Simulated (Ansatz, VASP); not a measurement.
# One calculation of CaSe, two programs

```
Ca Se
1.0
     0.11085    2.95600    2.95600
     2.95600    0.11085    2.95600
     3.06685    3.06685    0.00000
Ca Se
1 1
Direct
  0.00000 0.00000 0.00000
  0.50000 0.50000 0.50000
```

Change from the starting cell: strain +0.0750 x Voigt [0, 0, 0, 0, 0, 1], atoms carried along.

Alike in both runs: task single point; functional PBEsol; k mesh 8 × 8 × 8; occupations gaussian, width 0.05 eV; no spin polarisation.

```csv
,VASP,Ansatz
version,VASP 6.6.1,Ansatz 0.2.0
potentials or method,"VASP PAW PBE potentials, release 64 (Ca_sv, Se), cutoff 520 eV","scalar-relativistic, plane waves, PAW"
valence electrons in the cell,16,26
```

```csv
,VASP,Ansatz,Ansatz less VASP
gap on the k mesh at the Fermi level (eV),1.66,1.68,+0.012
least direct gap on the mesh (eV),2.52,2.53,+0.011
pressure (GPa),-0.9,-1.1,-0.19
"traceless stress, the component that is largest in VASP (GPa)",-2.05,-2.06,-0.012
```

VASP's potentials were made for PBE, not for PBEsol. With one functional, cell and mesh, what is left measures potentials, basis and numerics. VASP's potentials hold 16 valence electrons a cell and Ansatz's 26, so a difference there can come from the potentials and not from the codes.
